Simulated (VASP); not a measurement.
# Cs (Pnma) in VASP: notebook

Runs on Cs. Level: PBE. Tasks: electric field gradients.

All numbers are computed with VASP 6.6.1; they aren't measurements. Logs are shortened: lines on timing, memory, paths and dates and some standing lists are left out, and cuts for length are marked.

## (1) The cell of the first run

The structure is orthorhombic, space group Pnma (No. 62). The conventional cell has a = 10.367 Å, b = 8.238 Å, c = 5.444 Å, α = 90.00°, β = 90.00°, γ = 90.00°.

## (2) Electric field gradients, PBE

INCAR reads:

```
  ALGO = Fast
  EDIFF = 1E-8
  ENCUT = 520
  GGA = PE
  ISIF = 2
  ISMEAR = -1
  LASPH = True
  LCHARG = False
  LEFG = True
  LREAL = False
  LWAVE = False
  NBANDS = 26
  NELM = 100
  PREC = Accurate
  SIGMA = 0.05
```

KPOINTS reads:

```
k-points
0
Gamma
  3 4 5
```

POSCAR reads:

```
Cs
1.0
   10.3671850000      0.0000000000      0.0000000000
    0.0000000000      8.2377410000      0.0000000000
    0.0000000000      0.0000000000      5.4439640000
Cs
4
Direct
    0.1318870000      0.7500000000      0.8392310000
    0.6318870000      0.7500000000      0.6607690000
    0.8681130000      0.2500000000      0.1607690000
    0.3681130000      0.2500000000      0.3392310000
```

Potentials or basis: VASP PAW PBE potentials, release 64 (Cs_sv).

Launch:

```console
$ cat potpaw_PBE.64/Cs_sv/POTCAR > POTCAR
$ mpirun -np 1 vasp_std > vasp.out
```

OUTCAR:

```text
EDIFF = 1E-8
   ENCUT = 520
   GGA = PE
   ISIF = 2
   ISMEAR = -1
   LASPH = True
   LREAL = False
   NELM = 100
   PREC = Accurate

 ion  position               nearest neighbor table
   1  0.132  0.750  0.839-
   2  0.632  0.750  0.661-
   3  0.868  0.250  0.161-
   4  0.368  0.250  0.339-

  LATTYP: Found a simple orthorhombic cell.
 ALAT       =     5.4439640000
 B/A-ratio  =     1.5131880005
 C/A-ratio  =     1.9043448855

  Lattice vectors:

 A1 = (   0.0000000000,   0.0000000000,  -5.4439640000)
 A2 = (   0.0000000000,   8.2377410000,   0.0000000000)
 A3 = (  10.3671850000,   0.0000000000,   0.0000000000)

Analysis of symmetry for initial positions (statically):
=====================================================================
 Subroutine PRICEL returns:
 Original cell was already a primitive cell.

 Routine SETGRP: Setting up the symmetry group for a
 simple orthorhombic supercell.

 Subroutine GETGRP returns: Found  8 space group operations
 (whereof  2 operations were pure point group operations)
 out of a pool of  8 trial point group operations.

The static configuration has the point symmetry S_2 .
 The point group associated with its full space group is D_2h.

Analysis of symmetry for dynamics (positions and initial velocities):
=====================================================================
 Subroutine PRICEL returns:
 Original cell was already a primitive cell.

 Routine SETGRP: Setting up the symmetry group for a
 simple orthorhombic supercell.

 Subroutine GETGRP returns: Found  8 space group operations
 (whereof  2 operations were pure point group operations)
 out of a pool of  8 trial point group operations.

The dynamic configuration has the point symmetry S_2 .
 The point group associated with its full space group is D_2h.

 Subroutine INISYM returns: Found  8 space group operations
 (whereof  2 operations are pure point group operations),
 and found     1 'primitive' translations

----------------------------------------------------------------------------------------

                                     Primitive cell

  volume of cell :     464.9264

  direct lattice vectors                    reciprocal lattice vectors
    10.367185000  0.000000000  0.000000000     0.096458200  0.000000000  0.000000000
     0.000000000  8.237741000  0.000000000     0.000000000  0.121392503  0.000000000
     0.000000000  0.000000000  5.443964000     0.000000000  0.000000000  0.183689679

  length of vectors
    10.367185000  8.237741000  5.443964000     0.096458200  0.121392503  0.183689679

  position of ions in fractional coordinates (direct lattice)
     0.131887000  0.750000000  0.839231000
     0.631887000  0.750000000  0.660769000
     0.868113000  0.250000000  0.160769000
     0.368113000  0.250000000  0.339231000

  ion indices of the primitive-cell ions
   primitive index   ion index
                 1           1
                 2           2
                 3           3
                 4           4

----------------------------------------------------------------------------------------

 KPOINTS: k-points

Automatic generation of k-mesh.
 Grid dimensions read from file:
 generate k-points for:    3    4    5

 Generating k-lattice:

  Cartesian coordinates                     Fractional coordinates (reciprocal lattice)
     0.032152733  0.000000000  0.000000000     0.333333333  0.000000000  0.000000000
     0.000000000  0.030348126  0.000000000     0.000000000  0.250000000  0.000000000
     0.000000000  0.000000000  0.036737936     0.000000000  0.000000000  0.200000000

  Length of vectors
[... 31 lines left out ...]
   number of dos      NEDOS =    301   number of ions     NIONS =      4
   total plane-waves  NPLWV = 204800
   dimension x,y,z NGX =    80 NGY =   64 NGZ =   40
   dimension x,y,z NGXF=   160 NGYF=  128 NGZF=   80
   ions per type =               4
   NGX,Y,Z   is equivalent  to a cutoff of  12.83, 12.92, 12.22 a.u.
   NGXF,Y,Z  is equivalent  to a cutoff of  25.66, 25.83, 24.43 a.u.
 SYSTEM =  unknown system
   PREC   = accura    normal or accurate (medium, high low for compatibility)
   ISTART =      0    job   : 0-new  1-cont  2-samecut
   ICHARG =      2    charge: 1-file 2-atom 10-const
   ISPIN  =      1    spin polarized calculation?
   LNONCOLLINEAR =      F non collinear calculations
   LSORBIT =      F    spin-orbit coupling
   LASPH  =      T    aspherical Exc in radial PAW
   ENCUT  =  520.0 eV  38.22 Ry    6.18 a.u.  19.28 15.32 10.12*2*pi/ulx,y,z
   NELM   =    100;   NELMIN=  2; NELMDL= -5     # of ELM steps
   EDIFF  = 0.1E-07   stopping-criterion for ELM
   LREAL  =      F    real-space projection
   EDIFFG = 0.1E-06   stopping-criterion for IOM
   NSW    =      0    number of steps for IOM
   IBRION =     -1    ionic relax: 0-MD 1-quasi-New 2-CG
   NFREE  =      0    steps in history (QN), initial steepest desc. (CG)
   ISIF   =      2    stress and relaxation
   ISYM   =      2    0-nonsym 1-usesym 2-fastsym
   POTIM  = 0.5000    time-step for ionic-motion
   TEBEG  =    0.0;   TEEND  =   0.0 temperature during run
   PSTRESS=    0.0 pullay stress
   NELECT =      36.0000    total number of electrons
   NUPDOWN=      -1.0000    fix difference up-down
   EMIN   =  10.00;   EMAX   =-10.00  energy-range for DOS
   EFERMI =   0.00;   METHOD = LEGACY
   ISMEAR =    -1;   SIGMA  =   0.05  broadening in eV -4-tet -1-fermi 0-gaus
   EFERMI_NEDOS =   21; number of points for ismear=-14 and -15
   IALGO  =     68    algorithm
   IMIX   =      4    mixing-type and parameters
     AMIX     =   0.40;   BMIX     =  1.00
     AMIX_MAG =   1.60;   BMIX_MAG =  1.00
  volume/ion in A,a.u.               =     116.23       784.37
  Fermi-wavevector in a.u.,A,eV,Ry     =   0.697773  1.318600  6.624505  0.486887
  Thomas-Fermi vector in A             =   1.781193
   LORBIT       =      0    0 simple, 1 ext, 2 COOP (PROOUT), +10 PAW based schemes
   GGA     = PE    functional components
   LHFCALC =     F    Hartree Fock is set to
   AEXX    =    0.0000 exact exchange contribution
   IVDW    =     0    specifies the selected vdW correction
   LEPSILON=     F    determine dielectric tensor
   LRPA    =     F    only Hartree local field effects (RPA)
 non-spin polarized calculation
 RMM-DIIS sequential band-by-band and
  energy-cutoff  :      520.00
  volume of cell :      464.93
 maximum number of plane-waves:     12551
 NGX is ok and might be reduce to    80
   NGX = 39   NGY = 31   NGZ = 21

 number of electron      36.0000003 magnetization

 Free energy of the ion-electron system (eV)
  ---------------------------------------------------
  ext. energy  EPLUGINS =         0.00000000
  ---------------------------------------------------
  free energy    TOTEN  =        -3.39530743 eV

  energy without entropy =       -3.34610339  energy(sigma->0) =       -3.37070541

 E-fermi :   0.4337     XC(G=0):  -5.3784

 val. band max:        0.4183765662   @ k =   0.3333   0.5000   0.4000
 cond. band min:       0.4441101354   @ k =   0.0000   0.2500   0.0000
 fundamental gap:      0.0257335692
 Fermi energy:         0.4336962345

 k-point     1 :       0.0000    0.0000    0.0000
  band No.  band energies     occupation
      1     -23.4405      2.00000
      2     -23.4336      2.00000
      3     -23.4333      2.00000
      4     -23.4331      2.00000
      5     -10.3173      2.00000
      6     -10.3033      2.00000
[... 511 lines left out ...]
     25       1.8743      0.00000
     26       1.8744      0.00000

------------------------ aborting loop because EDIFF is reached ----------------------------------------

  FORCE on cell =-STRESS in cart. coord.  units (eV):
  Direction    XX          YY          ZZ          XY          YZ          ZX
  --------------------------------------------------------------------------------------
  -------------------------------------------------------------------------------------
  Total        0.1373586      0.1754890     -0.1995159      0.0000000     -0.0000000      0.0000000
  in kB        0.4733499      0.6047506     -0.6875493      0.0000000     -0.0000000      0.0000000
  external PRESSURE =       0.1301837 kB  Pullay stress =       0.0000000 kB

 VOLUME and BASIS-vectors are now :
 -----------------------------------------------------------------------------
  energy-cutoff  :      520.00
  volume of cell :      464.93
      direct lattice vectors                 reciprocal lattice vectors
    10.367185000  0.000000000  0.000000000     0.096458200  0.000000000  0.000000000
     0.000000000  8.237741000  0.000000000     0.000000000  0.121392503  0.000000000
     0.000000000  0.000000000  5.443964000     0.000000000  0.000000000  0.183689679

 POSITION                                       TOTAL-FORCE (eV/Angst)
 -----------------------------------------------------------------------------------
      1.36730      6.17831      4.56874         0.004337      0.000000     -0.011386
      6.55089      6.17831      3.59720         0.004337      0.000000      0.011386
      8.99989      2.05944      0.87522        -0.004337      0.000000      0.011386
      3.81630      2.05944      1.84676        -0.004337      0.000000     -0.011386
 -----------------------------------------------------------------------------------
    total drift:                                0.000000     -0.000000     -0.000000

  FREE ENERGIE OF THE ION-ELECTRON SYSTEM (eV)
  ---------------------------------------------------
  free  energy   TOTEN  =        -3.3953074320 eV

  energy  without entropy=       -3.3461033938  energy(sigma->0) =       -3.37070541

 Electric field gradients (V/A^2)
---------------------------------------------------------------------
 ion       V_xx      V_yy      V_zz      V_xy      V_xz      V_yz
---------------------------------------------------------------------
   1       3.202    -1.602    -1.600    -0.000    -1.825    -0.000
   2       3.202    -1.602    -1.600    -0.000     1.825     0.000
   3       3.202    -1.602    -1.600     0.000    -1.825    -0.000
   4       3.202    -1.602    -1.600    -0.000     1.825     0.000
---------------------------------------------------------------------

 Electric field gradients after diagonalization (V/A^2)
 (convention: |V_zz| > |V_xx| > |V_yy|)
----------------------------------------------------------------------
 ion       V_xx      V_yy      V_zz     asymmetry (V_yy - V_xx)/ V_zz
----------------------------------------------------------------------
   1      -2.215    -1.602     3.817       0.161
   2      -2.215    -1.602     3.817       0.161
   3      -2.215    -1.602     3.817       0.161
   4      -2.215    -1.602     3.817       0.161
----------------------------------------------------------------------

           NMR quadrupolar parameters

 Cq : quadrupolar parameter    Cq=e*Q*V_zz/h
 eta: asymmetry parameters     (V_yy - V_xx)/ V_zz
 Q  : nuclear electric quadrupole moment in mb (millibarn)
----------------------------------------------------------------------
 ion       Cq(MHz)       eta       Q (mb)
----------------------------------------------------------------------
   1       0.009       0.161       1.000
   2       0.009       0.161       1.000
   3       0.009       0.161       1.000
   4       0.009       0.161       1.000
----------------------------------------------------------------------
```

Run time: 88 s. Hardware: 1 thread of Intel Xeon 6975P-C (Granite Rapids), shared host; peak memory 0.53 GiB.

What came out:

```yaml
Free_energy: -3.3953 eV
Pressure: 0.0 GPa
Largest_force: 0.012 eV/Å
Band_gap_on_the_k_mesh: zero (bands 18 and 19 overlap by 0.61 eV)
Largest_electric_field_gradient_by_atom: Cs +3.8 V/Å²
```

Forces in eV/Å, atoms in the order of the input:
```
Cs   0.004  0.000 -0.011
Cs   0.004  0.000  0.011
Cs  -0.004  0.000  0.011
Cs  -0.004  0.000 -0.011
```

Levels at points of the mesh, in eV from the Fermi level:
```csv
k point,band 15,band 16,band 17,band 18,band 19,band 20,band 21,band 22
"(0.00, 0.00, 0.00)",-10.62,-10.61,-1.67,-0.09,-0.02,0.15,1.10,1.13
"(0.00, 0.50, 0.00)",-10.63,-10.63,-0.96,-0.96,0.02,0.02,0.82,0.82
```

Electric field gradients, principal values (V/Å²):
| atom | least | middle | greatest (by size) |
| --- | --- | --- | --- |
| 1 Cs | -1.602 | -2.215 | 3.817 |
| 2 Cs | -1.602 | -2.215 | 3.817 |
| 3 Cs | -1.602 | -2.215 | 3.817 |
| 4 Cs | -1.602 | -2.215 | 3.817 |

Caveat: without QUAD_EFG the Cq values of the log hold for a quadrupole moment of 1 mb, not for the nuclei; spin-orbit coupling is left out, which moves the levels of the heavy elements.

(Part 1 of 2 ends here.)
